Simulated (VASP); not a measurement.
Runs of VASP 6.6.1 on Hg2SeO. The structure is that of space group P-4m2 (No. 115), or close to it. The cells are those of the table. 

| level | cell | k mesh | gap on the mesh (eV) | pressure (GPa) | largest force (eV/Å) |
| --- | --- | --- | --- | --- | --- |
| PBE | a = 4.076, b = 4.076, c = 5.511 Å, 4 atoms | 6 × 6 × 6 | none | 3.1 | 0.13 |
| PBE | a = 4.104, b = 4.104, c = 5.676 Å, 4 atoms | 6 × 6 × 4 | none | 0.4 | 0.01 |
| r2SCAN | a = 3.992, b = 3.992, c = 5.398 Å, 4 atoms | 6 × 6 × 4 | none | 5.8 | 0.01 |
| r2SCAN | a = 4.116, b = 4.116, c = 5.565 Å, 4 atoms | 6 × 6 × 4 | none | (a) | 0.07 |
| PBE | a = 4.184, b = 4.184, c = 5.787 Å, 4 atoms | 6 × 6 × 4 | none | -2.6 | 0.06 |
| r2SCAN | a = 4.034, b = 4.034, c = 5.455 Å, 4 atoms | 6 × 6 × 4 | none | (b) | 0.03 |
| r2SCAN | a = 4.156, b = 4.156, c = 5.619 Å, 4 atoms | 6 × 6 × 4 | none | -3.0 | 0.08 |
| PBE | a = 4.020, b = 4.020, c = 5.560 Å, 4 atoms | 6 × 6 × 4 | none | (c) | 0.05 |

Alike in all rows: task single point; potentials or basis VASP PAW PBE potentials, release 64 (O, Hg, Se); no spin polarisation; cutoff (eV) 520; smearing fermi-dirac 0.02 eV.

**Question.** Fill in the values left out.

**Answer.** (a) -1.4; (b) 3.0; (c) 4.7.

Caveats: spin-orbit coupling is left out, which moves the levels of the heavy elements; the PAW data sets were made with another functional, which shifts forces and pressure a little (some runs).

A k mesh can miss the band edges, and the runs leave out spin-orbit coupling on Hg, Se.

A gap of «none» marks levels without a gap at the run's occupations.
